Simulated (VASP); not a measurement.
# AlN: relaxation of the atoms with r2SCAN

Crystal: AlN.

```xyz
4
Lattice="3.1675 0.0000 0.0000 -1.5838 2.7431 0.0000 0.0000 0.0000 5.0758" Properties=species:S:1:pos:R:3 pbc="T T T"
Al    0.0000    1.8288   -0.0041
Al    1.5838    0.9144    2.5338
N     0.0000    1.8288    1.9329
N     1.5838    0.9144    4.4708
```

```
Program                : VASP 6.6.1
Task                   : relaxation of the atoms
Functional             : r2SCAN
Potentials or basis    : VASP PAW PBE potentials, release 64 (Al, N)
Cutoff                 : 520 eV
k mesh                 : 12 × 12 × 6
Occupations            : fermi-dirac, width 0.02 eV
Spin                   : no spin polarisation
Dipole correction      : no
Further INCAR settings : ALGO = Normal; EDIFF = 1e-06; IBRION = 2; EDIFFG = -0.01; NSW = 50
```

- Energy gained by relaxing: 0.0 meV/atom
- Ionic steps: 2
- Pressure after relaxing: -11.3 GPa
- Band gap on the k mesh: 4.40 eV, direct

Stress tensor (GPa, compression positive):
```
-11.67   0.00   0.00
  0.00 -11.67   0.00
  0.00   0.00 -10.70
```

Final structure:
```cif
data_structure
_symmetry_space_group_name_H-M 'P 1'
_symmetry_Int_Tables_number 1
_cell_length_a 3.1675
_cell_length_b 3.1675
_cell_length_c 5.0758
_cell_angle_alpha 90.000
_cell_angle_beta 90.000
_cell_angle_gamma 120.000
_cell_volume 44.10
loop_
_atom_site_label
_atom_site_type_symbol
_atom_site_fract_x
_atom_site_fract_y
_atom_site_fract_z
_atom_site_occupancy
Al1 Al 0.33333 0.66667 0.99939 1
Al2 Al 0.66667 0.33333 0.49939 1
N1 N 0.33333 0.66667 0.38061 1
N2 N 0.66667 0.33333 0.88061 1
```

Levels at points of the mesh, in eV from the valence-band top:
| k point | band 4 | band 5 | band 6 | band 7 | band 8 | band 9 | band 10 | band 11 | band 12 |
| --- | --- | --- | --- | --- | --- | --- | --- | --- | --- |
| (0.00, 0.00, 0.00) | -0.85 | -0.85 | -0.20 | -0.20 | 0.00 | 4.40 | 7.02 | 11.12 | 11.62 |
| (0.50, 0.00, 0.00) | -4.08 | -3.25 | -2.05 | -1.69 | -0.68 | 6.31 | 6.35 | 8.53 | 10.82 |
| (0.00, 0.00, 0.50) | -3.27 | -0.53 | -0.53 | -0.53 | -0.53 | 6.73 | 6.73 | 10.82 | 10.82 |
| (0.50, 0.00, 0.50) | -5.44 | -1.44 | -1.44 | -1.34 | -1.34 | 5.79 | 5.79 | 9.78 | 9.78 |

Wall time 110 s on 1 thread of Intel Xeon 6975P-C, with other jobs on the host, peak memory 0.18 GiB.

Caveat: the PAW data sets were made with another functional, which shifts forces and pressure a little. r2SCAN opens gaps a little over a GGA but as a rule still falls short of measured ones.
